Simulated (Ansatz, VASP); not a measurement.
# Two plane-wave programs on ZrB

```
CELL_PARAMETERS angstrom
0.00000 2.37060 2.37060
2.37060 0.00000 2.37060
2.37060 2.37060 0.00000
ATOMIC_POSITIONS crystal
Zr 0.00000 0.00000 0.00000
B 0.50000 0.50000 0.50000
```

Alike in both runs: task single point; functional r2SCAN; k mesh 10 × 10 × 10; occupations gaussian, width 0.025 eV; collinear spin.

```csv
,VASP,Ansatz
version,VASP 6.6.1,Ansatz 0.2.0
potentials or method,"VASP PAW PBE potentials, release 64 (Zr_sv, B)",JTH PAW
plane-wave cutoff (eV),520,990
valence electrons in the cell,15,15
```

|  | VASP | Ansatz | Ansatz less VASP |
| --- | --- | --- | --- |
| gap on the k mesh at the Fermi level (eV) | none | none | - |
| pressure (GPa) | 21.2 | 21.0 | -0.19 |
| net moment per atom (μB) | 0.00 | 0.00 | 0.000 |

VASP's potentials were made for PBE, not for r2SCAN. A gap of «none» marks a metal or a gap that the smearing closes.

Noted on Ansatz's run: the magnetic or orbital state may not be the lowest.
